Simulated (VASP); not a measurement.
Crystal: CsH.

```
Cs H
1.0
     3.81309    0.00000    0.00000
     0.00000    3.81309    0.00000
     0.00000    0.00000    3.81309
Cs H
1 1
Direct
  0.00000 0.00000 0.00000
  0.50000 0.50000 0.50000
```

Program: VASP 6.6.1. Alike in all runs: task single point; potentials or basis VASP PAW PBE potentials, release 64 (Cs_sv, H); no spin polarisation; cell as given; k mesh 4 × 4 × 4; cutoff (eV) 520; smearing gaussian 0.01 eV.

Task: Order these runs on this cell by their band gap on the k mesh, lowest first.
A. level PBE0; grid for exact exchange (PRECFOCK) Normal; share of exact exchange 0.25
B. level HSE06; grid for exact exchange (PRECFOCK) Normal; share of exact exchange 0.25; screening parameter 0.2079 1/Å
C. level r2SCAN

Result: C (3.15 eV), B (3.58 eV), A (4.30 eV).

Caveats: the structure was generated, so it needn't be the stable form of CsH; spin-orbit coupling is left out, which moves the levels of the heavy elements.

A k mesh can miss the band edges.
